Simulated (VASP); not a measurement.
Write the native input for VASP 6.6.1 that does the following.

```yaml
Task: single point
Functional: PBE
Potentials_or_basis: VASP PAW PBE potentials, release 64 (B, Pd)
Cutoff: 500 eV
k_mesh: 4 × 4 × 4
Occupations: gaussian, width 0.2 eV
Spin: no spin polarisation
Dipole_correction: no
Further_INCAR_settings: ALGO = Normal; EDIFF = 1e-06; NBANDS = 29
```

The structure of B3Pd lies in POSCAR:

```
B3Pd
1.0
    0.0000000000      3.6503831250      3.6503831250
    3.6503831250      0.0000000000      3.6503831250
    3.6503831250      3.6503831250      0.0000000000
B Pd
6 2
Direct
    0.6250000000      0.6250000000      0.6250000000
    0.6250000000      0.6250000000      0.1250000000
    0.6250000000      0.1250000000      0.6250000000
    0.1250000000      0.6250000000      0.6250000000
    0.7500000000      0.7500000000      0.7500000000
    0.5000000000      0.5000000000      0.5000000000
    0.0000000000      0.0000000000      0.0000000000
    0.2500000000      0.2500000000      0.2500000000
```

These files were run (other wordings do the same):

INCAR

```
SYSTEM = B3Pd
  PREC = Accurate
  ENCUT = 500
  EDIFF = 1E-6
  ISMEAR = 0
  SIGMA = 0.2
  LREAL = .False.
  LASPH = .True.
  NELM = 120
  ALGO = Normal
  ISIF = 2
  LWAVE = .False.
  LCHARG = .False.
  GGA = PE
  NBANDS = 29
  GGA_COMPAT = .False.
```

KPOINTS

```
regular mesh
0
Gamma
  4 4 4
  0 0 0
```

Potentials or basis: VASP PAW PBE potentials, release 64 (B, Pd).

The run is started by

```bash
$ cat potpaw_PBE.64/B/POTCAR potpaw_PBE.64/Pd/POTCAR > POTCAR
$ mpirun -np 1 vasp_std > vasp.out
```

Results of the run:

- Pressure: 0.1 GPa
- Band gap on the k mesh: zero (band 19 reaches 5.10 eV, above the bottom of band 20 at 4.53 eV)

Caveat: the k points lie up to 0.37 Å⁻¹ apart.

It took 16 s on 1 thread of Intel(R) Xeon(R) 6975P-C (Granite Rapids) (shared host), peak memory 0.23 GiB.
